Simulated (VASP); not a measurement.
Input of a VASP 6.6.1 run:

File POSCAR:

```
GaP
1.0
    0.0000000000      2.7379834761      2.7379834761
    2.7379834761      0.0000000000      2.7379834761
    2.7379834761      2.7379834761      0.0000000000
Ga P
1 1
Direct
    0.0000000000      0.0000000000      0.0000000000
    0.7500000000      0.7500000000      0.7500000000
```

INCAR.step1

```
  PREC = Accurate
  ENCUT = 550
  ISMEAR = 0
  SIGMA = 0.05
  LREAL = False
  LASPH = True
  NELM = 120
  NBANDS = 16
  GGA = PE
  ALGO = Normal
  EDIFF = 1E-5
  LWAVE = True
  LCHARG = False
  GGA_COMPAT = False
```

INCAR.step2

```
  PREC = Accurate
  ENCUT = 550
  EDIFF = 1E-6
  ISMEAR = 0
  SIGMA = 0.05
  LREAL = False
  LASPH = True
  NELM = 120
  ALGO = Normal
  ISIF = 2
  LWAVE = False
  LCHARG = True
  METAGGA = R2SCAN
  LMIXTAU = True
  LELF = True
  LVHAR = True
  NBANDS = 16
  ISTART = 1
  GGA_COMPAT = False
```

File KPOINTS:

```
regular mesh
0
Gamma
  8 8 8
```

Potentials or basis: VASP PAW PBE potentials, release 64 (Ga_d, P).

Command:

```sh
$ cat potpaw_PBE.64/Ga_d/POTCAR potpaw_PBE.64/P/POTCAR > POTCAR
$ cp INCAR.step1 INCAR
$ mpirun -np 1 vasp_std > vasp.out
$ cp INCAR.step2 INCAR
$ mpirun -np 1 vasp_std > vasp.out
```

Task: Predict the band gap on the k mesh.

Result: 1.92 eV, indirect (least direct gap 2.22 eV).

Task: What does it give for the pressure?

Result: -1.2 GPa.

Caveat: the PAW data sets were made with another functional, which shifts forces and pressure a little.

**The experiment to reproduce.**

From “Stacking defects in GaP nanowires: Electronic structure and optical properties”, 2018, arxiv:1810.01194, for a bulk crystal of GaP at 10 K: band gap 2.34 eV (indirect).

Measured gap of GaP: 2.34 eV (indirect; 10 K; quoted in “Stacking defects in GaP nanowires: Electronic structure and optical properties”, 2018, arxiv:1810.01194). This calculation gives 1.92 eV (-0.42 eV). Spin-orbit coupling on Ga is left out. The value is that of r2SCAN on a finite k mesh, which can miss the band edges, without temperature or zero-point motion.
